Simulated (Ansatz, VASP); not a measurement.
# One calculation of BeSe5, two programs

INCAR

```
ALGO = Normal
EDIFF = 1E-6
EDIFFG = -0.04
ENCUT = 600
GGA = PE
IBRION = 2
ISIF = 3
ISMEAR = 0
LASPH = True
LCHARG = False
LREAL = False
LWAVE = False
NELM = 80
NSW = 90
PREC = Accurate
SIGMA = 0.1
```

The input KPOINTS:

```
k-points
0
Gamma
  3 3 4
```

File POSCAR:

```
BeSe5
1.0
    6.1251657300      0.0000000000      0.0000000000
   -3.0625828700      5.3045491300      0.0000000000
    0.0000000000      0.0000000000      5.5488348700
Be Se
1 5
Direct
    0.0000000000      0.0000000000      0.5000000000
    0.3333333300      0.6666666700      0.5000000000
    0.0000000000      0.6884842500      0.0000000000
    0.6884842500      0.0000000000      0.0000000000
    0.3115157500      0.3115157500      0.0000000000
    0.6666666700      0.3333333300      0.5000000000
```

Input for Ansatz:

```yaml
crystal:
  lattice:
    - [6.12516573, 0.0, 0.0]
    - [-3.06258287, 5.30454913, 0.0]
    - [0.0, 0.0, 5.54883487]
  atoms:
    - { symbol: Be, position: [0.0, 0.0, 0.5] }
    - { symbol: Se, position: [0.33333333, 0.66666667, 0.5] }
    - { symbol: Se, position: [0.0, 0.68848425, 0.0] }
    - { symbol: Se, position: [0.68848425, 0.0, 0.0] }
    - { symbol: Se, position: [0.31151575, 0.31151575, 0.0] }
    - { symbol: Se, position: [0.66666667, 0.33333333, 0.5] }
basis:
  ecutwfc: 420
kpoints:
  mp_grid: { grid: [3, 3, 4] }
hamiltonian:
  xc: pbe
scf:
  occupations: { method: gaussian, width: 0.1 }
  lower_state_search: "off"
output:
  forces: true
  stress: true
  eigenvalues: true
relax:
  adjacent_minimum: "off"
  f_tol: 0.04
  max_steps: 70
  cell: { stress_tol: 0.4 }
```

Change from the starting cell: species swapped into the La5Mg type (P-62m, No. 189).

Alike in both runs: task relaxation of cell and atoms; functional PBE; k mesh 3 × 3 × 4; occupations gaussian, width 0.1 eV; no spin polarisation.

|  | VASP | Ansatz |
| --- | --- | --- |
| version | VASP 6.6.1 | Ansatz 0.2.0 |
| potentials or method | VASP PAW PBE potentials, release 64 (Be, Se), cutoff 600 eV | scalar-relativistic, plane waves, PAW |
| valence electrons in the cell | 32 | 82 |

|  | VASP | Ansatz | Ansatz less VASP |
| --- | --- | --- | --- |
| gap on the k mesh at the Fermi level, each at its own relaxed structure (eV) | none | none | - |
| relaxed volume (Å³/atom) | 20.41 | 20.35 | -0.055 |
| relaxed cell length with the largest relative difference (Å) | 3.417 | 3.440 | +0.0227 |

A gap of «none» marks a metal or a gap that the smearing closes. VASP's potentials hold 32 valence electrons a cell and Ansatz's 82, so a difference there can come from the potentials and not from the codes.

The k mesh is coarse, so the values compare programs but aren't converged. Noted on VASP's run: the volume moved by over 15 % at a fixed basis, so the end points are rough.
